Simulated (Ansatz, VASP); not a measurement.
**Te in VASP and in Ansatz**

The input POSCAR:

```
Te
1.0
    3.7686575664     -2.1191692761      0.0000000000
    3.7686575664      2.1191692761      0.0000000000
   -0.0930165102      0.0000000000      5.8953227704
Te
3
Direct
    0.0000000000      0.0000000000      0.0000000000
    0.3094466100      0.3094466100      0.3388094900
    0.6905533900      0.6905533900      0.6611905100
```

File INCAR.step1:

```
ALGO = Normal ; EDIFF = 1E-4
ENCUT = 520 ; GGA = PE
ISMEAR = -1 ; LASPH = True
LCHARG = False ; LREAL = False
LWAVE = True ; NBANDS = 16
NELM = 60 ; PREC = Accurate
SIGMA = 0.05
```

INCAR.step2

```
ALGO = Normal ; EDIFF = 1E-6
ENCUT = 520 ; ISIF = 2
ISMEAR = -1 ; ISTART = 1
LASPH = True ; LCHARG = False
LMIXTAU = True ; LREAL = False
LWAVE = False ; METAGGA = R2SCAN
NBANDS = 16 ; NELM = 60
PREC = Accurate ; SIGMA = 0.05
```

KPOINTS

```
k-points
0
Gamma
  7 7 5
```

The input input.yaml:

```yaml
crystal:
  lattice:
    - [3.7686575664, -2.1191692761, 0.0]
    - [3.7686575664, 2.1191692761, 0.0]
    - [-0.0930165102, 0.0, 5.8953227704]
  atoms:
    - { symbol: Te, position: [0.0, 0.0, 0.0] }
    - { symbol: Te, position: [0.30944661, 0.30944661, 0.33880949] }
    - { symbol: Te, position: [0.69055339, 0.69055339, 0.66119051] }
hamiltonian:
  xc: r2scan
  pseudopotentials: { kind: paw }
kpoints:
  mp_grid: { grid: [7, 7, 5] }
scf:
  occupations: { method: fermi_dirac, width: 0.05 }
output:
  forces: true
  stress: true
  eigenvalues: true
```

Alike in both runs: task single point; functional r2SCAN; k mesh 7 × 7 × 5; occupations fermi-dirac, width 0.05 eV; no spin polarisation.

|  | VASP | Ansatz |
| --- | --- | --- |
| version | VASP 6.6.1 | Ansatz 0.2.0 |
| potentials or method | VASP PAW PBE potentials, release 64 (Te) | Ansatz PAW |
| plane-wave cutoff (eV) | 520 | 500 |
| valence electrons in the cell | 18 | 48 |

Ansatz gave:

```
gap on the k mesh at the Fermi level (eV)                     : none
pressure (GPa)                                                : 2.4
traceless stress, the component that is largest in VASP (GPa) : 0.31
rms of the force components (eV/Å)                            : 0.059
```

Problem. Estimate VASP's values.

Solution. gap on the k mesh at the Fermi level (eV): none; pressure (GPa): 2.4; traceless stress, the component that is largest in VASP (GPa): 0.31; rms of the force components (eV/Å): 0.066.

VASP's potentials were made for PBE, not for r2SCAN. Atom by atom the forces differ by 0.007 eV/Å (rms over components). A gap of «none» marks a metal or a gap that the smearing closes. VASP's potentials hold 18 valence electrons a cell and Ansatz's 48, so a difference there can come from the potentials and not from the codes.

Neither program's run includes spin-orbit coupling.
